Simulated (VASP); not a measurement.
Input of a VASP 6.6.1 run:

File INCAR:

```
SYSTEM = Si2Mo
PREC     = Accurate       ! precision mode
ENCUT    = 600            ! plane-wave cutoff, eV
EDIFF    = 1E-6           ! SCF threshold, eV
ISMEAR   = 0              ! smearing method
SIGMA    = 0.05           ! smearing width, eV
LREAL    = .FALSE.        ! projectors in reciprocal space
LASPH    = .TRUE.         ! aspherical terms in the spheres
NELM     = 60             ! most SCF steps
ALGO     = Normal         ! electronic algorithm
ISIF     = 4              ! what is computed and relaxed
LWAVE    = .FALSE.        ! write WAVECAR
LCHARG   = .FALSE.        ! write CHGCAR
IBRION   = 2              ! ionic algorithm
NSW      = 60             ! ionic steps
EDIFFG   = -0.01          ! ionic threshold
```

KPOINTS

```
Automatic mesh
0
G
  10 10 10
  0 0 0
```

Contents of POSCAR:

```
Si2Mo
1.0
   -1.5653904957      1.5653904957      3.8385662455
    1.5653904957     -1.5653904957      3.8385662455
    1.5653904957      1.5653904957     -3.8385662455
Si Mo
2 1
Direct
    0.3351756623      0.3351756623      0.0000000000
    0.6648243377      0.6648243377      0.0000000000
    0.0000000000      0.0000000000      0.0000000000
```

Potentials or basis: VASP PAW LDA potentials, release 64 (Si, Mo_sv).

The run is started by

```console
$ cat potpaw_LDA.64/Si/POTCAR potpaw_LDA.64/Mo_sv/POTCAR > POTCAR
$ mpirun -np 1 vasp_std > vasp.out
```

**Question.** What does it give for the band gap on the k mesh?

**Answer.** Zero (band 11 reaches 13.76 eV, above the bottom of band 12 at 12.79 eV).

Forces on the atoms (eV/Å):
```
Si   0.000  0.000  0.005
Si   0.000  0.000 -0.005
Mo   0.000  0.000  0.000
```
